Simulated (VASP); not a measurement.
SiO2, 9 atoms in the cell. It takes space group P6_422 (No. 181, hexagonal). The conventional cell has a = 5.105 Å, b = 5.105 Å, c = 5.585 Å, α = 90.00°, β = 90.00°, γ = 120.00°. Si (site symmetry 222) has 4 O at 1.62 Å within 2.2 Å. Within 2.2 Å of O (site symmetry 2) lie 2 Si at 1.62 Å. 

* Program: VASP 6.6.1
* Task: single point
* Functional: PBE
* Potentials or basis: VASP PAW PBE potentials, release 64 (Si, O)
* Cutoff: 520 eV
* k mesh: 6 × 6 × 4
* Occupations: gaussian, width 0.02 eV
* Spin: no spin polarisation
* Dipole correction: no
* Further INCAR settings: ALGO = Normal; EDIFF = 1e-06; NBANDS = 34

Potentials or basis: VASP PAW PBE potentials, release 64 (Si, O).

Launch:

```bash
$ cat potpaw_PBE.64/Si/POTCAR potpaw_PBE.64/O/POTCAR > POTCAR
$ mpirun -np 1 vasp_std > vasp.out
```

Hardware: 1 thread of AMD EPYC 7R13, with other jobs on the host.

Problem. How long does it take, and how much memory?

Solution. Wall time 3.4 min on 1 thread of AMD EPYC 7R13 (shared host), peak memory 0.23 GiB. Counts: scf iterations 14, k points 21.
